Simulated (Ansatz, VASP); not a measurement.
## One calculation of TiSi2, two programs

```
CELL_PARAMETERS angstrom
0.00000 4.06234 4.20391
2.35425 0.00000 4.20391
2.35425 4.06234 0.00000
ATOMIC_POSITIONS crystal
Ti 0.75000 0.75000 0.75000
Ti 0.50000 0.50000 0.50000
Si 0.08300 0.41700 0.08300
Si 0.41700 0.08300 0.41700
Si 0.16700 0.83300 0.16700
Si 0.83300 0.16700 0.83300
```

Change from the starting cell: volume scaled by 0.96, crystal datasets.

Alike in both runs: task electric field gradients; functional PBE; k mesh 8 × 8 × 8; occupations fermi-dirac, width 0.08 eV; no spin polarisation.

|  | VASP | Ansatz |
| --- | --- | --- |
| version | VASP 6.6.1 | Ansatz 0.2.0 |
| potentials or method | VASP PAW PBE potentials, release 64 (Ti_sv, Si), cutoff 520 eV | all-electron PAW with datasets made for the crystal, scalar-relativistic |

```tsv
	VASP	Ansatz	Ansatz less VASP
pressure (GPa)	9.1	9.1	+0.06
traceless stress, the component that is largest in VASP (GPa)	-1.41	-1.43	-0.013
rms of the force components (eV/Å)	0.101	0.101	-0.0003
size of Vzz on the site where it differs most (V/Å²)	35.1	34.2	-0.88
```

Atom by atom the forces differ by 0.000 eV/Å (rms over components). Ansatz ran all-electron here, and VASP with PAW potentials.
